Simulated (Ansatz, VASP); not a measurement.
# Two plane-wave programs on GaN

Contents of INCAR:

```
PREC = Accurate
ENCUT = 520
EDIFF = 1E-6
ISMEAR = -1
SIGMA = 0.05
LREAL = False
LASPH = True
NELM = 80
ALGO = Normal
ISIF = 2
LWAVE = False
LCHARG = False
GGA = RE
NBANDS = 26
```

File KPOINTS:

```
Automatic mesh
0
Gamma
  10 10 5
```

The input POSCAR:

```
GaN
1.0
    3.1800000000      0.0000000000      0.0000000000
   -1.5900000000      2.7539607840      0.0000000000
    0.0000000000      0.0000000000      5.1660000000
Ga N
2 2
Direct
    0.6666666667      0.3333333333      0.5000000000
    0.3333333333      0.6666666667      0.0000000000
    0.6666666667      0.3333333333      0.8750000000
    0.3333333333      0.6666666667      0.3750000000
```

The input input.yaml:

```yaml
crystal:
  lattice:
    - [3.18, 0.0, 0.0]
    - [-1.59, 2.753960784, 0.0]
    - [0.0, 0.0, 5.166]
  atoms:
    - { symbol: Ga, position: [0.6666666667, 0.3333333333, 0.5] }
    - { symbol: Ga, position: [0.3333333333, 0.6666666667, 0.0] }
    - { symbol: "N", position: [0.6666666667, 0.3333333333, 0.875] }
    - { symbol: "N", position: [0.3333333333, 0.6666666667, 0.375] }
hamiltonian:
  xc: revpbe
  pseudopotentials: { kind: paw }
kpoints:
  mp_grid: { grid: [10, 10, 5] }
scf:
  occupations: { method: fermi_dirac, width: 0.05 }
output:
  forces: true
  stress: true
  eigenvalues: true
  write_density: true
  write_potential: true
  elf: true
  volumetric_format: npy
```

Alike in both runs: task single point; functional revPBE; k mesh 10 × 10 × 5; occupations fermi-dirac, width 0.05 eV; no spin polarisation.

|  | VASP | Ansatz |
| --- | --- | --- |
| version | VASP 6.6.1 | Ansatz 0.2.0 |
| potentials or method | VASP PAW PBE potentials, release 64 (Ga_d, N) | Ansatz PAW |
| plane-wave cutoff (eV) | 520 | 420 |
| valence electrons in the cell | 36 | 36 |

```tsv
	VASP	Ansatz	Ansatz less VASP
gap on the k mesh at the Fermi level (eV)	2.02	1.99	-0.022
least direct gap on the mesh (eV)	2.02	1.99	-0.022
pressure (GPa)	10.2	10.4	+0.18
traceless stress, the component that is largest in VASP (GPa)	1.42	1.41	-0.009
rms of the force components (eV/Å)	0.079	0.081	+0.0019
```

VASP's potentials were made for PBE, not for revPBE. Atom by atom the forces differ by 0.002 eV/Å (rms over components).

Noted on Ansatz's run: odd divisions of the mesh miss points on the zone boundary, where band edges often lie, so the gap on the mesh can be too wide.
